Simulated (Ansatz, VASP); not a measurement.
# One calculation of MgO, two programs

Contents of INCAR:

```
SYSTEM = MgO
PREC = Accurate
ENCUT = 520
EDIFF = 1E-6
ISMEAR = 0
SIGMA = 0.05
LREAL = .FALSE.
LASPH = .TRUE.
NELM = 100
ALGO = Normal
ISIF = 2
LWAVE = .FALSE.
LCHARG = .FALSE.
GGA = PS
NBANDS = 16
```

Contents of KPOINTS:

```
regular mesh
0
G
  9 9 6
  0 0 0
```

File POSCAR:

```
MgO
1.0
    3.4769000000      0.0000000000      0.0000000000
   -1.7384500000      3.0110837264      0.0000000000
    0.0000000000      0.0000000000      4.9190000000
Mg O
2 2
Direct
    0.3333333333      0.6666666667      0.0036583380
    0.6666666667      0.3333333333      0.5036583380
    0.3333333333      0.6666666667      0.4009416620
    0.6666666667      0.3333333333      0.9009416620
```

Input for Ansatz:

```yaml
crystal:
  lattice:
    - [3.4769, 0.0, 0.0]
    - [-1.73845, 3.0110837264, 0.0]
    - [0.0, 0.0, 4.919]
  atoms:
    - { symbol: Mg, position: [0.3333333333, 0.6666666667, 0.003658338] }
    - { symbol: Mg, position: [0.6666666667, 0.3333333333, 0.503658338] }
    - { symbol: O, position: [0.3333333333, 0.6666666667, 0.400941662] }
    - { symbol: O, position: [0.6666666667, 0.3333333333, 0.900941662] }
basis:
  ecutwfc: 520.0
kpoints:
  mp_grid: { grid: [9, 9, 6] }
hamiltonian:
  xc: pbesol
  pseudopotentials: { kind: paw, azcp: { folder: soft_1 } }
scf:
  occupations: { method: gaussian, width: 0.05 }
output:
  forces: true
  stress: true
  eigenvalues: true
  write_density: true
  write_potential: true
  elf: true
  volumetric_format: npy
```

Alike in both runs: task single point; functional PBEsol; k mesh 9 × 9 × 6; occupations gaussian, width 0.05 eV; no spin polarisation.

|  | VASP | Ansatz |
| --- | --- | --- |
| version | VASP 6.6.1 | Ansatz 0.2.0 |
| potentials or method | VASP PAW PBE potentials, release 64 (Mg, O), cutoff 520 eV | scalar-relativistic, plane waves, PAW |
| valence electrons in the cell | 16 | 32 |

Ansatz gave:

* gap on the k mesh at the Fermi level (eV): 2.85
* least direct gap on the mesh (eV): 2.85
* pressure (GPa): -8.3
* traceless stress, the component that is largest in VASP (GPa): 7.78
* rms of the force components (eV/Å): 0.325

Question: What did VASP give for the same quantities?

Answer: gap on the k mesh at the Fermi level (eV): 2.84; least direct gap on the mesh (eV): 2.84; pressure (GPa): -8.7; traceless stress, the component that is largest in VASP (GPa): 7.91; rms of the force components (eV/Å): 0.328.

VASP's potentials were made for PBE, not for PBEsol, and Ansatz warns of the same on its side. Atom by atom the forces differ by 0.003 eV/Å (rms over components). The functional is the same, so the differences come from potentials, cutoffs and numerics. VASP's potentials hold 16 valence electrons a cell and Ansatz's 32, so a difference there can come from the potentials and not from the codes.
